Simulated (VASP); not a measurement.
Write the native input for VASP 6.6.1 that does the following.

```yaml
Task: relaxation of cell and atoms
Functional: BLYP
Potentials_or_basis: VASP PAW PBE potentials, release 64 (Sr_sv, O)
Cutoff: 600 eV
k_mesh: 9 × 9 × 9
Occupations: fermi-dirac, width 0.05 eV
Spin: no spin polarisation
Dipole_correction: no
Further_INCAR_settings: ALGO = Normal; EDIFF = 1e-06; IBRION = 2; EDIFFG = -0.02; NSW = 80; ISIF = 3
```

The structure of SrO lies in POSCAR:

```
SrO
1.0
    0.0000000000      2.5663000000      2.5663000000
    2.5663000000      0.0000000000      2.5663000000
    2.5663000000      2.5663000000      0.0000000000
Sr O
1 1
Direct
    0.5000000000      0.5000000000      0.5000000000
    0.0000000000      0.0000000000      0.0000000000
```

The input as run:

INCAR

```
PREC = Accurate ; ENCUT = 600
EDIFF = 1E-6 ; ISMEAR = -1
SIGMA = 0.05 ; LREAL = False
LASPH = True ; NELM = 60
ALGO = Normal ; ISIF = 3
LWAVE = False ; LCHARG = False
GGA = B5 ; ALDAX = 1.0
AGGAX = 1.0 ; AGGAC = 1.0
ALDAC = 0.0 ; IBRION = 2
NSW = 80 ; EDIFFG = -0.02
```

KPOINTS

```
Automatic mesh
0
Gamma
  9 9 9
```

Potentials or basis: VASP PAW PBE potentials, release 64 (Sr_sv, O).

The run is started by

```bash
$ cat potpaw_PBE.64/Sr_sv/POTCAR potpaw_PBE.64/O/POTCAR > POTCAR
$ mpirun -np 1 vasp_std > vasp.out
```

It gave:

```
Relaxed volume                         : 18.16 Å³/atom
Relaxed cell                           : a = 3.717 Å, b = 3.717 Å, c = 3.717 Å, α = 60.00°, β = 60.00°, γ = 60.00°
Space group after relaxing (to 0.05 Å) : Fm-3m (No. 225)
Energy gained by relaxing              : 25.2 meV/atom
Ionic steps                            : 3
Pressure after relaxing                : 0.0 GPa
Band gap on the k mesh                 : 3.47 eV, indirect (least direct gap 3.60 eV)
```

Caveat: the PAW data sets were made with another functional, which shifts forces and pressure a little.

Run time: 2.2 min on 1 thread of Intel Xeon 8259CL (shared host), peak memory 0.18 GiB.
